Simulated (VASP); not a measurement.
Here is a VASP 6.6.1 calculation.

INCAR

```
SYSTEM = SrCd
PREC = Accurate
ENCUT = 520
EDIFF = 1E-8
ISMEAR = -1
SIGMA = 0.08
LREAL = .False.
LASPH = .True.
NELM = 80
ALGO = Normal
ISIF = 2
LWAVE = .False.
LCHARG = .False.
LEFG = .True.
NBANDS = 18
```

File KPOINTS:

```
regular mesh
0
Gamma
  10 10 10
  0 0 0
```

POSCAR

```
SrCd
1.0
    4.0030000000      0.0000000000      0.0000000000
    0.0000000000      4.0030000000      0.0000000000
    0.0000000000      0.0000000000      4.0030000000
Sr Cd
1 1
Direct
    0.5000000000      0.5000000000      0.5000000000
    0.0000000000      0.0000000000      0.0000000000
```

Potentials or basis: VASP PAW LDA potentials, release 64 (Sr_sv, Cd).

The run is started by

```bash
$ cat potpaw_LDA.64/Sr_sv/POTCAR potpaw_LDA.64/Cd/POTCAR > POTCAR
$ mpirun -np 1 vasp_std > vasp.out
```

Q: Predict the band gap on the k mesh.

A: Zero (bands 11 and 12 overlap by 2.11 eV).

Q: What does it give for the pressure?

A: -2.0 GPa.
